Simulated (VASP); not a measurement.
Wanted: the native input for a VASP 6.6.1 run.

- Task: single point
- Functional: r2SCAN
- Potentials or basis: VASP PAW PBE potentials, release 64 (Sn_d, O)
- Cutoff: 520 eV
- k mesh: 10 × 10 × 8
- Occupations: gaussian, width 0.01 eV
- Spin: no spin polarisation
- Dipole correction: no
- Further INCAR settings: ALGO = Normal; EDIFF = 1e-06; NBANDS = 28

Crystal: SnO.

```xyz
4
Lattice="3.7976 0.0000 0.0000 0.0000 3.7976 0.0000 0.0000 0.0000 4.8110" Properties=species:S:1:pos:R:3 pbc="T T T"
Sn    1.8988    0.0000    1.1457
Sn    0.0000    1.8988    3.6653
O     0.0000    0.0000    0.0000
O     1.8988    1.8988    0.0000
```

This cell differs from its parent crystal: volume scaled by 0.97, then relaxed in part.

The input as run:

POSCAR

```
SnO
1.0
    3.7975821743      0.0000000000      0.0000000000
    0.0000000000      3.7975821743      0.0000000000
    0.0000000000      0.0000000000      4.8110019363
Sn O
2 2
Direct
    0.5000000000      0.0000000000      0.2381461456
    0.0000000000      0.5000000000      0.7618538544
    0.0000000000      0.0000000000      0.0000000000
    0.5000000000      0.5000000000      0.0000000000
```

INCAR.step1

```
SYSTEM = SnO
  ALGO = Normal
  EDIFF = 1E-4
  ENCUT = 520
  GGA = PE
  ISMEAR = 0
  LASPH = .TRUE.
  LCHARG = .FALSE.
  LREAL = .FALSE.
  LWAVE = .TRUE.
  NBANDS = 28
  NELM = 60
  PREC = Accurate
  SIGMA = 0.01
```

INCAR.step2

```
SYSTEM = SnO
  ALGO = Normal
  EDIFF = 1E-6
  ENCUT = 520
  ISIF = 2
  ISMEAR = 0
  ISTART = 1
  LASPH = .TRUE.
  LCHARG = .FALSE.
  LMIXTAU = .TRUE.
  LREAL = .FALSE.
  LWAVE = .FALSE.
  METAGGA = R2SCAN
  NBANDS = 28
  NELM = 60
  PREC = Accurate
  SIGMA = 0.01
```

KPOINTS

```
k-points
0
G
  10 10 8
  0 0 0
```

Potentials or basis: VASP PAW PBE potentials, release 64 (Sn_d, O).

Run with:

```bash
$ cat potpaw_PBE.64/Sn_d/POTCAR potpaw_PBE.64/O/POTCAR > POTCAR
$ cp INCAR.step1 INCAR
$ mpirun -np 1 vasp_std > vasp.out
$ cp INCAR.step2 INCAR
$ mpirun -np 1 vasp_std > vasp.out
```

It gave:

The pressure is 1.5 GPa. The largest force is 0.149 eV/Å and the band gap on the k mesh is 0.14 eV, indirect (least direct gap 2.28 eV).

Caveat: the PAW data sets were made with another functional, which shifts forces and pressure a little; spin-orbit coupling is left out, which moves the levels of the heavy elements.

Wall time 3.6 min on 1 thread of Intel(R) Xeon(R) 6975P-C (Granite Rapids), with other jobs on the host, peak memory 0.29 GiB.
